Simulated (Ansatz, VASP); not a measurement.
## BP in VASP and in Ansatz

```xyz
2
Lattice="0.0000 2.4505 2.3598 2.4505 0.0000 2.3598 2.4505 2.4505 0.0000" Properties=species:S:1:pos:R:3 pbc="T T T"
B     0.0000    0.0000    0.0000
P     3.6758    3.6758    3.5396
```

Change from the starting cell: strain +0.080 along x and y, +0.040 along z, atoms carried along.

Alike in both runs: task single point; functional PBE; k mesh 10 × 10 × 10; occupations gaussian, width 0.05 eV; no spin polarisation.

|  | VASP | Ansatz |
| --- | --- | --- |
| version | VASP 6.6.1 | Ansatz 0.2.0 |
| potentials or method | VASP PAW PBE potentials, release 64 (B, P), cutoff 520 eV | scalar-relativistic, plane waves, PAW |
| valence electrons in the cell | 8 | 8 |

Ansatz gave:

| Quantity | Value |
| --- | --- |
| gap on the k mesh at the Fermi level (eV) | 0.98 |
| least direct gap on the mesh (eV) | 2.83 |
| pressure (GPa) | -21.0 |
| traceless stress, the component that is largest in VASP (GPa) | 5.32 |

**Question.** Which values does VASP return?

**Answer.** gap on the k mesh at the Fermi level (eV): 0.98; least direct gap on the mesh (eV): 2.83; pressure (GPa): -21.1; traceless stress, the component that is largest in VASP (GPa): 5.32.
